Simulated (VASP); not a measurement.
# CdO (Monteponite) (Fm-3m) in VASP: notebook, part 3 of 3

VASP 6.6.1.

## Step 5: Single point, PBE+D4

This run uses another cell than the first one, of 12.45 Å³/atom, 0.923 times its volume.

Input file INCAR:

```
PREC = Accurate
ENCUT = 600
EDIFF = 1E-6
ISMEAR = -1
SIGMA = 0.05
LREAL = False
LASPH = True
NELM = 120
ALGO = Normal
ISIF = 2
LWAVE = False
LCHARG = True
GGA = PE
IVDW = 13
LELF = True
LVHAR = True
NBANDS = 16
GGA_COMPAT = False
```

Input file KPOINTS:

```
regular mesh
0
Gamma
  10 10 10
```

Input file POSCAR:

```
CdO
1.0
    0.0000000000      2.3177461075      2.3177461075
    2.3177461075      0.0000000000      2.3177461075
    2.3177461075      2.3177461075      0.0000000000
Cd O
1 1
Direct
    0.0000000000      0.0000000000      0.0000000000
    0.5000000000      0.5000000000      0.5000000000
```

Potentials or basis: VASP PAW PBE potentials, release 64 (Cd, O).

Command:

```
$ cat potpaw_PBE.64/Cd/POTCAR potpaw_PBE.64/O/POTCAR > POTCAR
$ mpirun -np 1 vasp_std > vasp.out
```

OUTCAR:

```text
PREC = Accurate
   ENCUT = 600
   EDIFF = 1E-6
   ISMEAR = -1
   LREAL = False
   LASPH = True
   NELM = 120
   ISIF = 2
   GGA = PE
   IVDW = 13

 ion  position               nearest neighbor table
   1  0.000  0.000  0.000-   2 2.32   2 2.32   2 2.32   2 2.32   2 2.32   2 2.32
   2  0.500  0.500  0.500-   1 2.32   1 2.32   1 2.32   1 2.32   1 2.32   1 2.32

  LATTYP: Found a face centered cubic cell.
 ALAT       =     4.6354922150

  Lattice vectors:

 A1 = (   0.0000000000,   2.3177461075,   2.3177461075)
 A2 = (   2.3177461075,   0.0000000000,   2.3177461075)
 A3 = (   2.3177461075,   2.3177461075,   0.0000000000)

Analysis of symmetry for initial positions (statically):
=====================================================================
 Subroutine PRICEL returns:
 Original cell was already a primitive cell.

 Routine SETGRP: Setting up the symmetry group for a
 face centered cubic supercell.

 Subroutine GETGRP returns: Found 48 space group operations
 (whereof 48 operations were pure point group operations)
 out of a pool of 48 trial point group operations.

The static configuration has the point symmetry O_h .

Analysis of symmetry for dynamics (positions and initial velocities):
=====================================================================
 Subroutine PRICEL returns:
 Original cell was already a primitive cell.

 Routine SETGRP: Setting up the symmetry group for a
 face centered cubic supercell.

 Subroutine GETGRP returns: Found 48 space group operations
 (whereof 48 operations were pure point group operations)
 out of a pool of 48 trial point group operations.

The dynamic configuration has the point symmetry O_h .

 Subroutine INISYM returns: Found 48 space group operations
 (whereof 48 operations are pure point group operations),
 and found     1 'primitive' translations

----------------------------------------------------------------------------------------

                                     Primitive cell

  volume of cell :      24.9016

  direct lattice vectors                    reciprocal lattice vectors
     0.000000000  2.317746108  2.317746108    -0.215726821  0.215726821  0.215726821
     2.317746108  0.000000000  2.317746108     0.215726821 -0.215726821  0.215726821
     2.317746108  2.317746108  0.000000000     0.215726821  0.215726821 -0.215726821

  length of vectors
     3.277787979  3.277787979  3.277787979     0.373649815  0.373649815  0.373649815

  position of ions in fractional coordinates (direct lattice)
     0.000000000  0.000000000  0.000000000
     0.500000000  0.500000000  0.500000000

  ion indices of the primitive-cell ions
   primitive index   ion index
                 1           1
                 2           2

----------------------------------------------------------------------------------------

 KPOINTS: regular mesh

Automatic generation of k-mesh.
 Grid dimensions read from file:
 generate k-points for:   10   10   10

 Generating k-lattice:

  Cartesian coordinates                     Fractional coordinates (reciprocal lattice)
    -0.021572682  0.021572682  0.021572682     0.100000000  0.000000000  0.000000000
     0.021572682 -0.021572682  0.021572682     0.000000000  0.100000000  0.000000000
     0.021572682  0.021572682 -0.021572682     0.000000000  0.000000000  0.100000000

  Length of vectors
     0.037364981  0.037364981  0.037364981

  Shift w.r.t. Gamma in fractional coordinates (k-lattice)
     0.000000000  0.000000000  0.000000000

 Subroutine IBZKPT returns following result:
 ===========================================

 Found     47 irreducible k-points:

 Following reciprocal coordinates:
            Coordinates               Weight
  0.000000  0.000000  0.000000      1.000000
  0.100000  0.000000  0.000000      8.000000
  0.200000  0.000000  0.000000      8.000000
  0.300000  0.000000  0.000000      8.000000
  0.400000  0.000000  0.000000      8.000000
  0.500000  0.000000  0.000000      4.000000
[... 16 lines left out ...]
  0.300000  0.300000  0.000000      6.000000
  0.400000  0.300000  0.000000     24.000000
 [... further k-points ...]
   k-points           NKPTS =     47   k-points in BZ     NKDIM =     47   number of bands    NBANDS=     16
   number of dos      NEDOS =    301   number of ions     NIONS =      2
   total plane-waves  NPLWV =  21952
   dimension x,y,z NGX =    28 NGY =   28 NGZ =   28
   dimension x,y,z NGXF=    56 NGYF=   56 NGZF=   56
   ions per type =               1   1
   NGX,Y,Z   is equivalent  to a cutoff of  14.20, 14.20, 14.20 a.u.
   NGXF,Y,Z  is equivalent  to a cutoff of  28.40, 28.40, 28.40 a.u.
 SYSTEM =  unknown system
   PREC   = accura    normal or accurate (medium, high low for compatibility)
   ISTART =      0    job   : 0-new  1-cont  2-samecut
   ICHARG =      2    charge: 1-file 2-atom 10-const
   ISPIN  =      1    spin polarized calculation?
   LNONCOLLINEAR =      F non collinear calculations
   LSORBIT =      F    spin-orbit coupling
   LASPH  =      T    aspherical Exc in radial PAW
   ENCUT  =  600.0 eV  44.10 Ry    6.64 a.u.   6.55  6.55  6.55*2*pi/ulx,y,z
   NELM   =    120;   NELMIN=  2; NELMDL= -5     # of ELM steps
   EDIFF  = 0.1E-05   stopping-criterion for ELM
   LREAL  =      F    real-space projection
   EDIFFG = 0.1E-04   stopping-criterion for IOM
   NSW    =      0    number of steps for IOM
   IBRION =     -1    ionic relax: 0-MD 1-quasi-New 2-CG
   NFREE  =      0    steps in history (QN), initial steepest desc. (CG)
   ISIF   =      2    stress and relaxation
   ISYM   =      2    0-nonsym 1-usesym 2-fastsym
   POTIM  = 0.5000    time-step for ionic-motion
   TEBEG  =    0.0;   TEEND  =   0.0 temperature during run
   PSTRESS=    0.0 pullay stress
   NELECT =      18.0000    total number of electrons
   NUPDOWN=      -1.0000    fix difference up-down
   EMIN   =  10.00;   EMAX   =-10.00  energy-range for DOS
   EFERMI =   0.00;   METHOD = LEGACY
   ISMEAR =    -1;   SIGMA  =   0.05  broadening in eV -4-tet -1-fermi 0-gaus
   EFERMI_NEDOS =   21; number of points for ismear=-14 and -15
   IALGO  =     38    algorithm
   IMIX   =      4    mixing-type and parameters
     AMIX     =   0.40;   BMIX     =  1.00
     AMIX_MAG =   1.60;   BMIX_MAG =  1.00
  volume/ion in A,a.u.               =      12.45        84.02
  Fermi-wavevector in a.u.,A,eV,Ry     =   1.469230  2.776442 29.370039  2.158637
  Thomas-Fermi vector in A             =   2.584632
   LORBIT       =      0    0 simple, 1 ext, 2 COOP (PROOUT), +10 PAW based schemes
   GGA     = PE    functional components
   LHFCALC =     F    Hartree Fock is set to
   AEXX    =    0.0000 exact exchange contribution
   IVDW    =    13    specifies the selected vdW correction
   LEPSILON=     F    determine dielectric tensor
   LRPA    =     F    only Hartree local field effects (RPA)
 non-spin polarized calculation
  energy-cutoff  :      600.00
  volume of cell :       24.90
 maximum number of plane-waves:       869
 NGX is ok and might be reduce to    28
   NGX = 13   NGY = 13   NGZ = 13

 number of electron      18.0000002 magnetization

 Free energy of the ion-electron system (eV)
  ---------------------------------------------------
  ext. energy  EPLUGINS =         0.00000000
  ---------------------------------------------------
  free energy    TOTEN  =        -7.62617477 eV

  energy without entropy =       -7.62564838  energy(sigma->0) =       -7.62591158

 E-fermi :   2.6010     XC(G=0): -11.9309

 val. band max:        2.4404795519   @ k =   0.5000   0.0000   0.0000
 cond. band min:       3.0995251991   @ k =   0.1000   0.0000   0.0000
 fundamental gap:      0.6590456472
 Fermi energy:         2.6009713314

 k-point     1 :       0.0000    0.0000    0.0000
  band No.  band energies     occupation
      1     -15.2461      2.00000
      2      -4.3527      2.00000
      3      -4.3527      2.00000
      4      -4.3527      2.00000
      5      -4.0182      2.00000
      6      -4.0182      2.00000
[... 8 lines left out ...]
     15      21.2185      0.00000
     16      21.2185      0.00000
[... 419 lines left out ...]
 k-point    24 :       0.4000    0.3000    0.0000
  band No.  band energies     occupation
      1     -14.5895      2.00000
      2      -4.7569      2.00000
      3      -4.5036      2.00000
      4      -4.0467      2.00000
      5      -3.8464      2.00000
      6      -3.6993      2.00000
[... 8 lines left out ...]
     15      26.8557      0.00000
     16      27.1429      0.00000

 [... further k-points ...]

------------------------ aborting loop because EDIFF is reached ----------------------------------------

  DFT-D4 for vdW energy calculation

  Edisp (eV):   -0.65160

  FORCE on cell =-STRESS in cart. coord.  units (eV):
  Direction    XX          YY          ZZ          XY          YZ          ZX
  --------------------------------------------------------------------------------------
  -------------------------------------------------------------------------------------
  Total       1.66295     1.66295     1.66295    -0.00000    -0.00000    -0.00000
  in kB     106.99470   106.99470   106.99470    -0.00000    -0.00000    -0.00000
  external pressure =      106.99 kB  Pullay stress =        0.00 kB

 VOLUME and BASIS-vectors are now :
 -----------------------------------------------------------------------------
  energy-cutoff  :      600.00
  volume of cell :       24.90
      direct lattice vectors                 reciprocal lattice vectors
     0.000000000  2.317746108  2.317746108    -0.215726821  0.215726821  0.215726821
     2.317746108  0.000000000  2.317746108     0.215726821 -0.215726821  0.215726821
     2.317746108  2.317746108  0.000000000     0.215726821  0.215726821 -0.215726821

 POSITION                                       TOTAL-FORCE (eV/Angst)
 -----------------------------------------------------------------------------------
      0.00000      0.00000      0.00000        -0.000000      0.000000     -0.000000
      2.31775      2.31775      2.31775         0.000000     -0.000000      0.000000
 -----------------------------------------------------------------------------------
    total drift:                                0.000000      0.000000      0.000000

  FREE ENERGIE OF THE ION-ELECTRON SYSTEM (eV)
  ---------------------------------------------------
  free  energy   TOTEN  =        -8.2777762848 eV

  energy  without entropy=       -8.2772498925  energy(sigma->0) =       -8.27751309
```

OSZICAR:

```text
N       E                     dE             d eps       ncg     rms          rms(c)
DAV:   1     0.121437865665E+03    0.12144E+03   -0.11439E+04  1608   0.130E+03
DAV:   2    -0.581530714046E+01   -0.12725E+03   -0.11650E+03  1680   0.304E+02
DAV:   3    -0.941676713328E+01   -0.36015E+01   -0.35942E+01  1840   0.558E+01
DAV:   4    -0.942578245336E+01   -0.90153E-02   -0.90152E-02  1864   0.264E+00
DAV:   5    -0.942580741159E+01   -0.24958E-04   -0.24958E-04  1896   0.127E-01    0.113E+01
DAV:   6    -0.766374838420E+01    0.17621E+01   -0.45985E+00  1968   0.376E+01    0.994E+00
DAV:   7    -0.764504469823E+01    0.18704E-01   -0.69709E-01  1576   0.805E+00    0.519E+00
DAV:   8    -0.762977859306E+01    0.15266E-01   -0.90236E-02  1624   0.272E+00    0.762E-01
DAV:   9    -0.762604198543E+01    0.37366E-02   -0.85785E-03  1880   0.104E+00    0.105E-01
DAV:  10    -0.762615134175E+01   -0.10936E-03   -0.71833E-04  1672   0.286E-01    0.418E-02
DAV:  11    -0.762617732308E+01   -0.25981E-04   -0.51317E-05  1872   0.718E-02    0.209E-02
DAV:  12    -0.762617493016E+01    0.23929E-05   -0.79267E-06  1656   0.282E-02    0.764E-03
DAV:  13    -0.762617477280E+01    0.15736E-06   -0.88357E-07  1176   0.928E-03
   1 F= -.82777763E+01 E0= -.82775131E+01  d E =-.526392E-03
```

stdout:

```text
POSCAR found type information on POSCAR CdO
 POSCAR found :  2 types and       2 ions
 scaLAPACK will be used
 LDA part: xc-table for (Slater+PW92), standard interpolation
 POSCAR, INCAR and KPOINTS ok, starting setup
 FFT: planning ... GRIDC
 FFT: planning ... GRID_SOFT
 FFT: planning ... GRID
 WAVECAR not read
 entering main loop
```

It took 12 s on 1 thread of Intel Xeon 6975P-C (Granite Rapids), shared host; peak memory 0.17 GiB.

Results:

* Free energy: -8.2778 eV
* Pressure: 10.7 GPa
* Band gap on the k mesh: zero (band 9 reaches 2.44 eV, above the bottom of band 10 at 2.09 eV)
* Dispersion energy per atom: -0.326 eV

Levels at points of the mesh, in eV from the Fermi level:
| k point | band 5 | band 6 | band 7 | band 8 | band 9 | band 10 | band 11 | band 12 | band 13 | band 14 |
| --- | --- | --- | --- | --- | --- | --- | --- | --- | --- | --- |
| (0.00, 0.00, 0.00) | -6.62 | -6.62 | -1.65 | -1.65 | -1.65 | -0.51 | 14.88 | 17.16 | 17.16 | 17.16 |
| (0.50, 0.00, 0.00) | -6.34 | -6.34 | -4.07 | -0.16 | -0.16 | 4.30 | 7.44 | 12.00 | 12.00 | 18.03 |
| (0.50, 0.50, 0.00) | -6.19 | -5.82 | -4.80 | -2.68 | -2.68 | 3.90 | 8.57 | 11.21 | 13.55 | 13.55 |

Caveat: pairwise dispersion overbinds metals, which lowers pressure and volume.

## Step 6: Overview

```csv
level,potentials or basis,cell,gap on the mesh (eV),pressure (GPa)
LDA,"VASP PAW LDA potentials, release 64 (Cd, O)","a = 3.366 Å, angles 60.0°, 2 atoms",none,-9.6
LDA,"VASP PAW LDA potentials, release 64 (Cd, O)","a = 3.388 Å, angles 60.0°, 2 atoms",none,-11.7
PBE+D4,"VASP PAW PBE potentials, release 64 (Cd, O)","a = 3.255 Å, angles 60.0°, 2 atoms",none,14.8
PBE+D4,"VASP PAW PBE potentials, release 64 (Cd, O)","a = 3.278 Å, angles 60.0°, 2 atoms",none,10.7
```

Alike in all rows: task single point; no spin polarisation; k mesh 10 × 10 × 10; cutoff (eV) 600; smearing fermi-dirac 0.05 eV.

Caveats: pairwise dispersion overbinds metals, which lowers pressure and volume (some runs).

Total energies depend on the potentials used, so only differences within one code and one set of settings carry meaning.
